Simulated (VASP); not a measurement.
Runs of VASP 6.6.1 on NiSb. The structure is that of space group P6_3/mmc (No. 194), or close to it. The cells are those of the table. 

```tsv
level	potentials or basis	spin	cell	gap on the mesh (eV)	pressure (GPa)	moment (μB)
PBE	VASP PAW PBE potentials, release 64 (Ni, Sb)	collinear	a = 3.997, b = 3.997, c = 5.202 Å, angles 90.0, 90.0, 120.0°, 4 atoms	none	(a)	0.00
PBE	VASP PAW PBE potentials, release 64 (Ni, Sb)	collinear, ferromagnetic start	a = 3.971, b = 3.971, c = 5.168 Å, angles 90.0, 90.0, 120.0°, 4 atoms	none	-0.2	0.00
PBE	VASP PAW PBE potentials, release 64 (Ni, Sb)	collinear	a = 3.944, b = 3.944, c = 5.133 Å, angles 90.0, 90.0, 120.0°, 4 atoms	none	2.3	0.00
LDA	VASP PAW LDA potentials, release 64 (Ni, Sb)	collinear	a = 3.971, b = 3.971, c = 5.168 Å, angles 90.0, 90.0, 120.0°, 4 atoms	none	-8.6	0.00
```

Alike in all rows: task single point; k mesh 10 × 10 × 8; cutoff (eV) 520; smearing gaussian 0.05 eV.

Q: Estimate the missing entries.

A: (a) -2.3.

Caveats: spin-orbit coupling is left out, which moves the levels of the heavy elements; the moments typed at the start vanished in this run (at least some runs); the cell stands under tension (at least some runs).

A k mesh can miss the band edges, and the runs leave out spin-orbit coupling on Sb.

A gap of «none» marks levels without a gap at the run's occupations.
